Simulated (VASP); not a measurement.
Input of a VASP 6.6.1 run:

Contents of INCAR:

```
PREC = Accurate
ENCUT = 600
EDIFF = 1E-6
ISMEAR = 0
SIGMA = 0.1
LREAL = False
LASPH = True
NELM = 100
ALGO = Normal
ISIF = 3
LWAVE = False
LCHARG = False
GGA = PE
IBRION = 2
NSW = 90
EDIFFG = -0.04
```

The input KPOINTS:

```
regular mesh
0
Gamma
  4 4 4
```

POSCAR

```
Te
1.0
   -3.3227750900      3.3227750900      3.0957521700
    3.3227750900     -3.3227750900      3.0957521700
    3.3227750900      3.3227750900     -3.0957521700
Te
4
Direct
    0.8750000000      0.6250000000      0.2500000000
    0.3750000000      0.6250000000      0.7500000000
    0.3750000000      0.6250000000      0.2500000000
    0.3750000000      0.1250000000      0.7500000000
```

Potentials or basis: VASP PAW PBE potentials, release 64 (Te).

Command:

```bash
$ cat potpaw_PBE.64/Te/POTCAR > POTCAR
$ mpirun -np 1 vasp_std > vasp.out
```

(1) Predict the band gap on the k mesh.

(2) Predict the relaxed cell.

(3) What does it give for the relaxed volume?

Results:

(1) zero (bands 12 and 13 overlap by 2.26 eV).

(2) a = 6.181 Å, b = 6.181 Å, c = 6.181 Å, α = 113.10°, β = 113.10°, γ = 102.44°.

(3) 44.94 Å³/atom.

Caveat: the volume moved by over 15 % at a fixed basis, so the end points are rough; spin-orbit coupling is left out, which moves the levels of the heavy elements.
